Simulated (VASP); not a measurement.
# H2Pt (I4/mmm) in VASP: single point with PBEsol

Aim: the single point of H2Pt with PBEsol.

Program: VASP 6.6.1. These are calculated values, not measurements. Logs are shortened: lines on timing, memory, paths and dates and some standing lists are left out, and cuts for length are marked.

### Step 1. The cell of the first run

The structure is tetragonal, space group I4/mmm (No. 139). The conventional cell has a = 3.243 Å, b = 3.243 Å, c = 4.066 Å, α = 90.00°, β = 90.00°, γ = 90.00°. Within 2.5 Å of Pt (site symmetry 4/mmm) lie 8 H at 1.91 Å. Within 2.5 Å of H (site symmetry -4m2) lie 4 Pt at 1.91 Å and 6 H at 2.03 to 2.29 Å.

### Step 2. Single point, PBEsol (Hf replaced by Pt, lengths x 0.901, strained)

The input, INCAR:

```
  PREC = Accurate
  ENCUT = 520
  EDIFF = 1E-6
  ISMEAR = 0
  SIGMA = 0.1
  LREAL = False
  LASPH = True
  NELM = 100
  ALGO = Normal
  ISIF = 2
  LWAVE = False
  LCHARG = False
  GGA = PS
  NBANDS = 13
```

The input, KPOINTS:

```
Automatic mesh
0
Gamma
  18 18 18
```

The input, POSCAR:

```
H2Pt
1.0
   -1.6213261405      1.6213261405      2.0329509196
    1.6213261405     -1.6213261405      2.0329509196
    1.6213261405      1.6213261405     -2.0329509196
Pt H
1 2
Direct
    0.0000000000      0.0000000000      0.0000000000
    0.7500000000      0.2500000000      0.5000000000
    0.2500000000      0.7500000000      0.5000000000
```

Potentials or basis: VASP PAW PBE potentials, release 64 (Pt, H).

On the command line:

```sh
$ cat potpaw_PBE.64/Pt/POTCAR potpaw_PBE.64/H/POTCAR > POTCAR
$ mpirun -np 1 vasp_std > vasp.out
```

OUTCAR:

```text
PREC = Accurate
   ENCUT = 520
   EDIFF = 1E-6
   ISMEAR = 0
   LREAL = False
   LASPH = True
   NELM = 100
   ISIF = 2
   GGA = PS

 ion  position               nearest neighbor table
   1  0.000  0.000  0.000-   2 1.91   3 1.91   2 1.91   3 1.91   2 1.91   3 1.91   2 1.91   3 1.91

   2  0.750  0.250  0.500-   1 1.91   1 1.91   1 1.91   1 1.91
   3  0.250  0.750  0.500-   1 1.91   1 1.91   1 1.91   1 1.91

  LATTYP: Found a body centered tetragonal cell.
 ALAT       =     3.2426522810
 C/A-ratio  =     1.2538815411

  Lattice vectors:

 A1 = (  -1.6213261405,   1.6213261405,   2.0329509196)
 A2 = (   1.6213261405,  -1.6213261405,   2.0329509196)
 A3 = (   1.6213261405,   1.6213261405,  -2.0329509196)

Analysis of symmetry for initial positions (statically):
=====================================================================
 Subroutine PRICEL returns:
 Original cell was already a primitive cell.

 Routine SETGRP: Setting up the symmetry group for a
 body centered tetragonal supercell.

 Subroutine GETGRP returns: Found 16 space group operations
 (whereof 16 operations were pure point group operations)
 out of a pool of 16 trial point group operations.

The static configuration has the point symmetry D_4h.

Analysis of symmetry for dynamics (positions and initial velocities):
=====================================================================
 Subroutine PRICEL returns:
 Original cell was already a primitive cell.

 Routine SETGRP: Setting up the symmetry group for a
 body centered tetragonal supercell.

 Subroutine GETGRP returns: Found 16 space group operations
 (whereof 16 operations were pure point group operations)
 out of a pool of 16 trial point group operations.

The dynamic configuration has the point symmetry D_4h.

 Subroutine INISYM returns: Found 16 space group operations
 (whereof 16 operations are pure point group operations),
 and found     1 'primitive' translations

----------------------------------------------------------------------------------------

                                     Primitive cell

  volume of cell :      21.3761

  direct lattice vectors                    reciprocal lattice vectors
    -1.621326140  1.621326140  2.032950920     0.000000000  0.308389526  0.245947895
     1.621326140 -1.621326140  2.032950920     0.308389526  0.000000000  0.245947895
[... 97 lines left out ...]
   PSTRESS=    0.0 pullay stress
   NELECT =      12.0000    total number of electrons
   NUPDOWN=      -1.0000    fix difference up-down
   EMIN   =  10.00;   EMAX   =-10.00  energy-range for DOS
   EFERMI =   0.00;   METHOD = LEGACY
   ISMEAR =     0;   SIGMA  =   0.10  broadening in eV -4-tet -1-fermi 0-gaus
   EFERMI_NEDOS =   21; number of points for ismear=-14 and -15
   IALGO  =     38    algorithm
   IMIX   =      4    mixing-type and parameters
     AMIX     =   0.40;   BMIX     =  1.00
     AMIX_MAG =   1.60;   BMIX_MAG =  1.00
  volume/ion in A,a.u.               =       7.13        48.08
  Fermi-wavevector in a.u.,A,eV,Ry     =   1.350494  2.552064 24.814773  1.823834
  Thomas-Fermi vector in A             =   2.477994
   LORBIT       =      0    0 simple, 1 ext, 2 COOP (PROOUT), +10 PAW based schemes
   GGA     = PS    functional components
   LHFCALC =     F    Hartree Fock is set to
   AEXX    =    0.0000 exact exchange contribution
   IVDW    =     0    specifies the selected vdW correction
   LEPSILON=     F    determine dielectric tensor
   LRPA    =     F    only Hartree local field effects (RPA)
 non-spin polarized calculation
 Gauss-broadening in eV      SIGMA  =   0.10
  energy-cutoff  :      520.00
  volume of cell :       21.38
 maximum number of plane-waves:       588
   NGX = 11   NGY = 11   NGZ = 11

 number of electron      11.9999999 magnetization

 Free energy of the ion-electron system (eV)
  ---------------------------------------------------
  ext. energy  EPLUGINS =         0.00000000
  ---------------------------------------------------
  free energy    TOTEN  =       -12.80590412 eV

  energy without entropy =      -12.80380422  energy(sigma->0) =      -12.80485417

 E-fermi :   9.6492     XC(G=0): -12.6609

 val. band max:        9.6398509554   @ k =  -0.3889  -0.4444   0.1667
 cond. band min:       9.6663836057   @ k =   0.3889   0.3333  -0.0000
 fundamental gap:      0.0265326504
 Fermi energy:         9.6492169875

 k-point     1 :       0.0000    0.0000    0.0000
  band No.  band energies     occupation
      1      -4.1995      2.00000
      2       4.3203      2.00000
      3       4.3203      2.00000
      4       4.9210      2.00000
      5       5.7944      2.00000
      6       6.7264      2.00000
      7       8.9741      2.00000
      8      23.0137      0.00000
      9      23.1704      0.00000
     10      23.1704      0.00000
     11      25.1342      0.00000
     12      28.6334      0.00000
     13      29.0467      0.00000
[... 354 lines left out ...]
  band No.  band energies     occupation
      1      -3.0952      2.00000
      2       2.7824      2.00000
      3       4.6009      2.00000
      4       5.1201      2.00000
      5       5.8445      2.00000
      6       6.5959      2.00000
      7      11.5265      0.00000
      8      18.9048      0.00000
      9      20.0122      0.00000
     10      23.3519      0.00000
     11      25.2567      0.00000
     12      25.8644      0.00000
     13      28.2663      0.00000

 [... further k-points ...]

------------------------ aborting loop because EDIFF is reached ----------------------------------------

  FORCE on cell =-STRESS in cart. coord.  units (eV):
  Direction    XX          YY          ZZ          XY          YZ          ZX
  --------------------------------------------------------------------------------------
  -------------------------------------------------------------------------------------
  Total        1.4890334      1.4890334      1.9081132      0.0000000     -0.0000000     -0.0000000
  in kB      111.6059561    111.6059561    143.0168021      0.0000000     -0.0000000     -0.0000000
  external PRESSURE =     122.0762381 kB  Pullay stress =       0.0000000 kB

 VOLUME and BASIS-vectors are now :
 -----------------------------------------------------------------------------
  energy-cutoff  :      520.00
  volume of cell :       21.38
      direct lattice vectors                 reciprocal lattice vectors
    -1.621326140  1.621326140  2.032950920     0.000000000  0.308389526  0.245947895
     1.621326140 -1.621326140  2.032950920     0.308389526  0.000000000  0.245947895
     1.621326140  1.621326140 -2.032950920     0.308389526  0.308389526  0.000000000

 POSITION                                       TOTAL-FORCE (eV/Angst)
 -----------------------------------------------------------------------------------
      0.00000      0.00000      0.00000        -0.000000      0.000000      0.000000
      0.00000      1.62133      1.01648         0.000000     -0.000000      0.000000
      1.62133      0.00000      1.01648        -0.000000      0.000000     -0.000000
 -----------------------------------------------------------------------------------
    total drift:                               -0.000000      0.000000      0.000000

  FREE ENERGIE OF THE ION-ELECTRON SYSTEM (eV)
  ---------------------------------------------------
  free  energy   TOTEN  =       -12.8059041165 eV

  energy  without entropy=      -12.8038042164  energy(sigma->0) =      -12.80485417
```

stdout:

```text
POSCAR found type information on POSCAR PtH
 POSCAR found :  2 types and       3 ions
 scaLAPACK will be used
 -----------------------------------------------------------------------------
|                                                                             |
|                                                                             |
|     You enforced a specific xc type in the INCAR file but a different       |
|     I HOPE YOU KNOW WHAT YOU ARE DOING!                                     |
|                                                                             |
 -----------------------------------------------------------------------------

 LDA part: xc-table for (Slater+PW92), standard interpolation
 POSCAR, INCAR and KPOINTS ok, starting setup
 FFT: planning ... GRIDC
 FFT: planning ... GRID_SOFT
 FFT: planning ... GRID
 WAVECAR not read
 entering main loop
```

Wall time 2.5 min (1 thread of AMD EPYC 7R13, shared host); peak memory 0.22 GiB.

Results:

| Item | Value |
| --- | --- |
| Free energy | -12.8059 eV |
| Pressure | 12.2 GPa |
| Band gap on the k mesh | zero (bands 6 and 7 overlap by 1.21 eV) |

Levels at points of the mesh, in eV from the Fermi level:
```
           k point  band 3  band 4  band 5  band 6  band 7  band 8  band 9  band 10
(0.00, 0.00, 0.00)   -5.33   -4.73   -3.85   -2.92   -0.68   13.36   13.52    13.52
(0.50, 0.00, 0.00)   -5.40   -4.48   -2.71   -2.17    0.36    5.47   10.33    10.42
(0.50, 0.50, 0.00)   -7.23   -2.79   -2.40   -1.98    1.75    5.84    6.43     6.71
(0.50, 0.50, 0.50)   -6.03   -2.29   -2.26   -2.26    3.51    4.40    4.40     6.77
```

Caveat: the cell differs from its parent crystal (Hf replaced by Pt, lengths x 0.901, strained); the cell stands under pressure; the PAW data sets were made with another functional, which shifts forces and pressure a little; spin-orbit coupling is left out, which moves the levels of the heavy elements.

The gap in the log of VASP goes by the Fermi energy; the results here count the filled bands.